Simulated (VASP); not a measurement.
LaTe, 2 atoms in the cell. It takes space group Fm-3m (No. 225, cubic). Conventional cell: a = 6.335 Å, b = 6.335 Å, c = 6.335 Å, α = 90.00°, β = 90.00°, γ = 90.00°. La (site symmetry m-3m) has 6 Te at 3.17 Å within 4.2 Å. Te (site symmetry m-3m) has 6 La at 3.17 Å within 4.2 Å.  This cell differs from its parent crystal: volume scaled by 0.96.

| Item | Value |
| --- | --- |
| Program | VASP 6.6.1 |
| Task | single point |
| Functional | LDA |
| Potentials or basis | VASP PAW LDA potentials, release 64 (La, Te) |
| Cutoff | 520 eV |
| k mesh | 10 × 10 × 10 |
| Occupations | fermi-dirac, width 0.08 eV |
| Spin | no spin polarisation |
| Dipole correction | no |
| Further INCAR settings | ALGO = Normal; EDIFF = 1e-07; NBANDS = 16 |

Potentials or basis: VASP PAW LDA potentials, release 64 (La, Te).

Launch:

```console
$ cat potpaw_LDA.64/La/POTCAR potpaw_LDA.64/Te/POTCAR > POTCAR
$ mpirun -np 1 vasp_std > vasp.out
```

Hardware: 1 thread of Intel(R) Xeon(R) Platinum 8488C (Sapphire Rapids), with other jobs on the host.

**Question.** Estimate the wall time of this run.

**Answer.** Wall time 63 s on 1 thread of Intel(R) Xeon(R) Platinum 8488C (Sapphire Rapids) (shared host), peak memory 0.22 GiB. Counts: scf iterations 14, k points 47.
